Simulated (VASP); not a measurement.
Set up this calculation in VASP 6.6.1, as the native input.

```
Task                   : single point
Functional             : PBE
Potentials or basis    : VASP PAW PBE potentials, release 64 (Pb_d, Te)
Cutoff                 : 520 eV
k mesh                 : 6 × 6 × 6
Occupations            : gaussian, width 0.05 eV
Spin                   : non-collinear spin, zero start, spin-orbit coupling
Starting moments       : [[0.0, 0.0, 0.0], [0.0, 0.0, 0.0]] μB
Dipole correction      : no
Further INCAR settings : ALGO = Normal; EDIFF = 1e-06; NBANDS = 32
```

The structure of TePb lies in POSCAR:

```
TePb
1.0
    0.0000000000      3.2803826274      3.2803826274
    3.2803826274      0.0000000000      3.2803826274
    3.2803826274      3.2803826274      0.0000000000
Pb Te
1 1
Direct
    0.5000000000      0.5000000000      0.5000000000
    0.0000000000      0.0000000000      0.0000000000
```

These files were run (other wordings do the same):

INCAR

```
PREC     = Accurate       # precision mode
ENCUT    = 520            # plane-wave cutoff, eV
EDIFF    = 1E-6           # SCF threshold, eV
ISMEAR   = 0              # smearing method
SIGMA    = 0.05           # smearing width, eV
LREAL    = F              # projectors in reciprocal space
LASPH    = T              # aspherical terms in the spheres
NELM     = 150            # most SCF steps
ALGO     = Normal         # electronic algorithm
ISIF     = 2              # what is computed and relaxed
LWAVE    = F              # write WAVECAR
LCHARG   = T              # write CHGCAR
LNONCOLLINEAR= T              # non-collinear magnetism
MAGMOM   = 0 0 0 0 0 0    # initial moments
LORBIT   = 11             # projections on sites
LSORBIT  = T              # spin-orbit coupling
GGA_COMPAT= F            
LORBMOM  = T            
GGA      = PE             # functional
LVHAR    = T            
NBANDS   = 32             # bands
```

KPOINTS

```
regular mesh
0
Gamma
  6 6 6
```

Potentials or basis: VASP PAW PBE potentials, release 64 (Pb_d, Te).

The run is started by

```console
$ cat potpaw_PBE.64/Pb_d/POTCAR potpaw_PBE.64/Te/POTCAR > POTCAR
$ mpirun -np 1 vasp_ncl > vasp.out
```

Results of the run:

```json
{"Pressure": "0.1 GPa", "Net moment": "0.00 μB per cell", "Valence electrons inside the program's atomic spheres": "Pb 11.86; Te 3.37"}
```

It took 50 s on 1 thread of Intel(R) Xeon(R) 6975P-C (Granite Rapids), with other jobs on the host, peak memory 0.4 GiB.
